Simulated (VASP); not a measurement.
# GaMo in VASP: a series of runs

GaMo is run at these levels: PBE; tasks: single point, relaxation of cell and atoms.

Program: VASP 6.6.1. These are calculated values, not measurements. Logs are shortened: lines on timing, memory, paths and dates and some standing lists are left out, and cuts for length are marked.

### Step 1. The cell of the first run

The structure is cubic, space group Fm-3m (No. 225). The conventional cell has a = 5.131 Å, b = 5.131 Å, c = 5.131 Å, α = 90.00°, β = 90.00°, γ = 90.00°. Within 3.4 Å of Ga (site symmetry m-3m) lie 6 Mo at 2.57 Å. Within 3.4 Å of Mo (site symmetry m-3m) lie 6 Ga at 2.57 Å.

### Step 2. Single point, PBE

INCAR

```
SYSTEM = GaMo
ALGO = Normal
EDIFF = 1E-7
ENCUT = 520
GGA = PE
ISIF = 2
ISMEAR = 0
LASPH = .TRUE.
LCHARG = .FALSE.
LREAL = .FALSE.
LWAVE = .FALSE.
NBANDS = 20
NELM = 100
PREC = Accurate
SIGMA = 0.2
```

KPOINTS

```
k-points
0
G
  6 6 6
  0 0 0
```

POSCAR

```
GaMo
1.0
    0.0000000000      2.5656733335      2.5656733335
    2.5656733335      0.0000000000      2.5656733335
    2.5656733335      2.5656733335      0.0000000000
Ga Mo
1 1
Direct
    0.0000000000      0.0000000000      0.0000000000
    0.5000000000      0.5000000000      0.5000000000
```

Potentials or basis: VASP PAW PBE potentials, release 64 (Ga_d, Mo_sv).

On the command line:

```sh
cat potpaw_PBE.64/Ga_d/POTCAR potpaw_PBE.64/Mo_sv/POTCAR > POTCAR
mpirun -np 1 vasp_std > vasp.out
```

OUTCAR:

```text
SYSTEM = GaMo
   EDIFF = 1E-7
   ENCUT = 520
   GGA = PE
   ISIF = 2
   ISMEAR = 0
   LASPH = .TRUE.
   LREAL = .FALSE.
   NELM = 100
   PREC = Accurate

 ion  position               nearest neighbor table
   1  0.000  0.000  0.000-   2 2.57   2 2.57   2 2.57   2 2.57   2 2.57   2 2.57
   2  0.500  0.500  0.500-   1 2.57   1 2.57   1 2.57   1 2.57   1 2.57   1 2.57

  LATTYP: Found a face centered cubic cell.
 ALAT       =     5.1313466670

  Lattice vectors:

 A1 = (   0.0000000000,   2.5656733335,   2.5656733335)
 A2 = (   2.5656733335,   0.0000000000,   2.5656733335)
 A3 = (   2.5656733335,   2.5656733335,   0.0000000000)

Analysis of symmetry for initial positions (statically):
=====================================================================
 Subroutine PRICEL returns:
 Original cell was already a primitive cell.

 Routine SETGRP: Setting up the symmetry group for a
 face centered cubic supercell.

 Subroutine GETGRP returns: Found 48 space group operations
 (whereof 48 operations were pure point group operations)
 out of a pool of 48 trial point group operations.

The static configuration has the point symmetry O_h .

Analysis of symmetry for dynamics (positions and initial velocities):
=====================================================================
 Subroutine PRICEL returns:
 Original cell was already a primitive cell.

 Routine SETGRP: Setting up the symmetry group for a
 face centered cubic supercell.

 Subroutine GETGRP returns: Found 48 space group operations
 (whereof 48 operations were pure point group operations)
 out of a pool of 48 trial point group operations.

The dynamic configuration has the point symmetry O_h .

 Subroutine INISYM returns: Found 48 space group operations
 (whereof 48 operations are pure point group operations),
 and found     1 'primitive' translations

----------------------------------------------------------------------------------------

                                     Primitive cell

  volume of cell :      33.7780

  direct lattice vectors                    reciprocal lattice vectors
     0.000000000  2.565673333  2.565673333    -0.194880616  0.194880616  0.194880616
     2.565673333  0.000000000  2.565673333     0.194880616 -0.194880616  0.194880616
     2.565673333  2.565673333  0.000000000     0.194880616  0.194880616 -0.194880616

  length of vectors
     3.628410025  3.628410025  3.628410025     0.337543129  0.337543129  0.337543129

  position of ions in fractional coordinates (direct lattice)
     0.000000000  0.000000000  0.000000000
     0.500000000  0.500000000  0.500000000
[... 66 lines left out ...]
   ENCUT  =  520.0 eV  38.22 Ry    6.18 a.u.   6.75  6.75  6.75*2*pi/ulx,y,z
   NELM   =    100;   NELMIN=  2; NELMDL= -5     # of ELM steps
   EDIFF  = 0.1E-06   stopping-criterion for ELM
   LREAL  =      F    real-space projection
   EDIFFG = 0.1E-05   stopping-criterion for IOM
   NSW    =      0    number of steps for IOM
   IBRION =     -1    ionic relax: 0-MD 1-quasi-New 2-CG
   NFREE  =      0    steps in history (QN), initial steepest desc. (CG)
   ISIF   =      2    stress and relaxation
   ISYM   =      2    0-nonsym 1-usesym 2-fastsym
   POTIM  = 0.5000    time-step for ionic-motion
   TEBEG  =    0.0;   TEEND  =   0.0 temperature during run
   PSTRESS=    0.0 pullay stress
   NELECT =      27.0000    total number of electrons
   NUPDOWN=      -1.0000    fix difference up-down
   EMIN   =  10.00;   EMAX   =-10.00  energy-range for DOS
   EFERMI =   0.00;   METHOD = LEGACY
   ISMEAR =     0;   SIGMA  =   0.20  broadening in eV -4-tet -1-fermi 0-gaus
   EFERMI_NEDOS =   21; number of points for ismear=-14 and -15
   IALGO  =     38    algorithm
   IMIX   =      4    mixing-type and parameters
     AMIX     =   0.40;   BMIX     =  1.00
     AMIX_MAG =   1.60;   BMIX_MAG =  1.00
  volume/ion in A,a.u.               =      16.89       113.97
  Fermi-wavevector in a.u.,A,eV,Ry     =   1.519327  2.871113 31.407090  2.308356
  Thomas-Fermi vector in A             =   2.628328
   LORBIT       =      0    0 simple, 1 ext, 2 COOP (PROOUT), +10 PAW based schemes
   GGA     = PE    functional components
   LHFCALC =     F    Hartree Fock is set to
   AEXX    =    0.0000 exact exchange contribution
   IVDW    =     0    specifies the selected vdW correction
   LEPSILON=     F    determine dielectric tensor
   LRPA    =     F    only Hartree local field effects (RPA)
 non-spin polarized calculation
 Gauss-broadening in eV      SIGMA  =   0.20
  energy-cutoff  :      520.00
  volume of cell :       33.78
 maximum number of plane-waves:       941
   NGX = 13   NGY = 13   NGZ = 13

 number of electron      27.0000001 magnetization

 Free energy of the ion-electron system (eV)
  ---------------------------------------------------
  ext. energy  EPLUGINS =         0.00000000
  ---------------------------------------------------
  free energy    TOTEN  =       -12.85888405 eV

  energy without entropy =      -12.81423204  energy(sigma->0) =      -12.83655805

 E-fermi :   8.7546     XC(G=0): -12.1945

 val. band max:        8.6993563844   @ k =   0.5000   0.3333   0.1667
 cond. band min:       8.7636226539   @ k =  -0.3333   0.1667   0.0000
 fundamental gap:      0.0642662695
 Fermi energy:         8.7546183519

 k-point     1 :       0.0000    0.0000    0.0000
  band No.  band energies     occupation
      1     -52.3489      2.00000
      2     -26.4132      2.00000
      3     -26.4132      2.00000
      4     -26.4132      2.00000
      5      -5.9550      2.00000
      6      -5.9550      2.00000
[... 357 lines left out ...]
     19      19.2123      0.00000
     20      20.2033      0.00000

------------------------ aborting loop because EDIFF is reached ----------------------------------------

  FORCE on cell =-STRESS in cart. coord.  units (eV):
  Direction    XX          YY          ZZ          XY          YZ          ZX
  --------------------------------------------------------------------------------------
  -------------------------------------------------------------------------------------
  Total       -0.0261085     -0.0261085     -0.0261085      0.0000000      0.0000000      0.0000000
  in kB       -1.2383915     -1.2383915     -1.2383915      0.0000000      0.0000000      0.0000000
  external PRESSURE =      -1.2383915 kB  Pullay stress =       0.0000000 kB

 VOLUME and BASIS-vectors are now :
 -----------------------------------------------------------------------------
  energy-cutoff  :      520.00
  volume of cell :       33.78
      direct lattice vectors                 reciprocal lattice vectors
     0.000000000  2.565673333  2.565673333    -0.194880616  0.194880616  0.194880616
     2.565673333  0.000000000  2.565673333     0.194880616 -0.194880616  0.194880616
     2.565673333  2.565673333  0.000000000     0.194880616  0.194880616 -0.194880616

 POSITION                                       TOTAL-FORCE (eV/Angst)
 -----------------------------------------------------------------------------------
      0.00000      0.00000      0.00000         0.000000     -0.000000     -0.000000
      2.56567      2.56567      2.56567        -0.000000      0.000000      0.000000
 -----------------------------------------------------------------------------------
    total drift:                                0.000000      0.000000      0.000000

  FREE ENERGIE OF THE ION-ELECTRON SYSTEM (eV)
  ---------------------------------------------------
  free  energy   TOTEN  =       -12.8588840526 eV

  energy  without entropy=      -12.8142320379  energy(sigma->0) =      -12.83655805
```

stdout:

```text
POSCAR found type information on POSCAR GaMo
 POSCAR found :  2 types and       2 ions
 scaLAPACK will be used
 LDA part: xc-table for (Slater+PW92), standard interpolation
 POSCAR, INCAR and KPOINTS ok, starting setup
 FFT: planning ... GRIDC
 FFT: planning ... GRID_SOFT
 FFT: planning ... GRID
 WAVECAR not read
 entering main loop
```

Wall time 23 s (1 thread of AMD EPYC 7R13, shared host); peak memory 0.13 GiB.

Results:

| Quantity | Value |
| --- | --- |
| Free energy | -12.8589 eV |
| Pressure | -0.1 GPa |

### Step 3. Single point, PBE

INCAR

```
PREC = Accurate
ENCUT = 520
EDIFF = 1E-7
ISMEAR = 0
SIGMA = 0.2
LREAL = False
LASPH = True
NELM = 60
ALGO = Normal
ISIF = 2
LWAVE = False
LCHARG = True
GGA = PE
LELF = True
LVHAR = True
NBANDS = 20
```

KPOINTS

```
Automatic mesh
0
Gamma
  7 7 7
```

POSCAR

```
GaMo
1.0
    0.0000000000      2.5642279198      2.5642279198
    2.5642279198      0.0000000000      2.5642279198
    2.5642279198      2.5642279198      0.0000000000
Ga Mo
1 1
Direct
    0.5000000000      0.5000000000      0.5000000000
    0.0000000000      0.0000000000      0.0000000000
```

Potentials or basis: VASP PAW PBE potentials, release 64 (Ga_d, Mo_sv).

On the command line:

```sh
cat potpaw_PBE.64/Ga_d/POTCAR potpaw_PBE.64/Mo_sv/POTCAR > POTCAR
mpirun -np 1 vasp_std > vasp.out
```

It took 30 s on 1 thread of AMD EPYC 7R13, shared host; peak memory 0.13 GiB.

The run converged. Its results:

```
Free energy : -12.8605 eV
Pressure    : 0.2 GPa
```

Levels at points of the mesh, in eV from the Fermi level:
```tsv
k point	band 10	band 11	band 12	band 13	band 14	band 15	band 16	band 17
(0.00, 0.00, 0.00)	-9.76	-1.14	-1.14	-1.14	-0.37	-0.37	5.15	5.15
```

### Step 4. Single point, PBE

This run uses another cell than the first one, of 16.84 Å³/atom, 0.997 times its volume.

INCAR

```
SYSTEM = GaMo
PREC = Accurate
ENCUT = 520
EDIFF = 1E-7
ISMEAR = 0
SIGMA = 0.2
LREAL = .FALSE.
LASPH = .TRUE.
NELM = 100
ALGO = Fast
ISIF = 2
LWAVE = .FALSE.
LCHARG = .FALSE.
GGA = PE
NBANDS = 20
```

KPOINTS

```
regular mesh
0
G
  7 7 7
  0 0 0
```

POSCAR

```
GaMo
1.0
   -1.8124663269      1.8124663269      2.5634843776
    1.8124663269     -1.8124663269      2.5634843776
    1.8124663269      1.8124663269     -2.5634843776
Ga Mo
1 1
Direct
    0.5000000000      0.5000000000      0.0000000000
    0.0000000000      0.0000000000      0.0000000000
```

On the command line:

```sh
cat potpaw_PBE.64/Ga_d/POTCAR potpaw_PBE.64/Mo_sv/POTCAR > POTCAR
mpirun -np 1 vasp_std > vasp.out
```

Run time: 18 s. Hardware: 1 thread of Intel Xeon 6975P-C (Granite Rapids), shared host; peak memory 0.17 GiB.

Results (log left out):

```yaml
Free_energy: -12.8604 eV
Pressure: 0.4 GPa
```

Levels at points of the mesh, in eV from the Fermi level:
| k point | band 9 | band 10 | band 11 | band 12 | band 13 | band 14 | band 15 | band 16 | band 17 | band 18 |
| --- | --- | --- | --- | --- | --- | --- | --- | --- | --- | --- |
| (0.00, 0.00, 0.00) | -14.58 | -9.76 | -1.15 | -1.15 | -1.15 | -0.38 | -0.37 | 5.15 | 5.15 | 5.15 |

(Part 1 of 2 ends here.)
